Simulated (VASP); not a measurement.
Input of a VASP 6.6.1 run:

File INCAR:

```
SYSTEM = Al16Ni
ALGO     = Normal         ! electronic algorithm
EDIFF    = 1E-6           ! SCF threshold, eV
ENCUT    = 520            ! plane-wave cutoff, eV
GGA      = PE             ! functional
ISIF     = 2              ! what is computed and relaxed
ISMEAR   = -1             ! smearing method
ISPIN    = 2              ! spin polarisation
LASPH    = .TRUE.         ! aspherical terms in the spheres
LCHARG   = .FALSE.        ! write CHGCAR
LMAXMIX  = 4              ! l up to which the mixer works
LORBIT   = 11             ! projections on sites
LREAL    = Auto         
LWAVE    = .FALSE.        ! write WAVECAR
MAGMOM   = 0 0 0 0 0 0 0 0 0 0 0 0 0 0 0 0 0 ! initial moments
NBANDS   = 47             ! bands
NELM     = 150            ! most SCF steps
PREC     = Accurate       ! precision mode
SIGMA    = 0.1            ! smearing width, eV
```

KPOINTS

```
k-points
0
G
  4 4 1
  0 0 0
```

POSCAR

```
Al16Ni
1.0
    5.7275650000      0.0000000000      0.0000000000
    2.8637820000      4.9602170000      0.0000000000
    0.0000000000      0.0000000000     18.0148060000
Al Ni
16 1
Direct
    0.0000000000      0.0000000000      0.0555098956
    0.5000000873      0.0000000000      0.0555098956
   -0.0000000504      0.5000001008      0.0555098956
    0.5000000369      0.5000001008      0.0555098956
    0.1670640248      0.1671914757      0.1875171456
    0.6682361356      0.1681744972      0.1861237917
    0.1676455307      0.6676375247      0.1876532559
    0.6672186681      0.6670377526      0.1875555585
   -0.1638340304      0.3361205770      0.3135681283
    0.3417203032      0.3318544330      0.3122167955
   -0.1680903022      0.8417746643      0.3122895689
    0.3357661451      0.8361577729      0.3153799158
    0.0087126694      0.0019811633      0.4471260473
    0.5045640347      0.0030877681      0.4487718602
    0.0221801294      0.5218430968      0.4374543917
    0.5005496196      0.5091321610      0.4466967338
    0.8591525003      0.3644614742      0.5260695563
```

Potentials or basis: VASP PAW PBE potentials, release 64 (Al, Ni).

Run with:

```console
$ cat potpaw_PBE.64/Al/POTCAR potpaw_PBE.64/Ni/POTCAR > POTCAR
$ mpirun -np 1 vasp_std > vasp.out
```

Problem. Predict the net moment.

Solution. 0.00 μB per cell.

Problem. Predict the band gap on the k mesh.

Solution. Zero (filled and empty bands overlap).

Problem. Estimate the largest force.

Solution. 0.118 eV/Å.

Forces in eV/Å, atoms in the order of the input:
```
Al   0.014  0.002 -0.003
Al   0.000 -0.001  0.011
Al  -0.013 -0.007  0.031
Al   0.010  0.012 -0.003
Al   0.013  0.009 -0.006
Al   0.010  0.006  0.015
Al   0.009  0.005  0.008
Al   0.013  0.008 -0.006
Al   0.021  0.014 -0.013
Al   0.009  0.012  0.021
Al   0.014  0.003  0.020
Al   0.033  0.019 -0.020
Al   0.006 -0.022 -0.057
Al   0.015  0.008  0.023
Al  -0.027 -0.017  0.051
Al  -0.035  0.022 -0.075
Ni  -0.093 -0.073  0.004
```
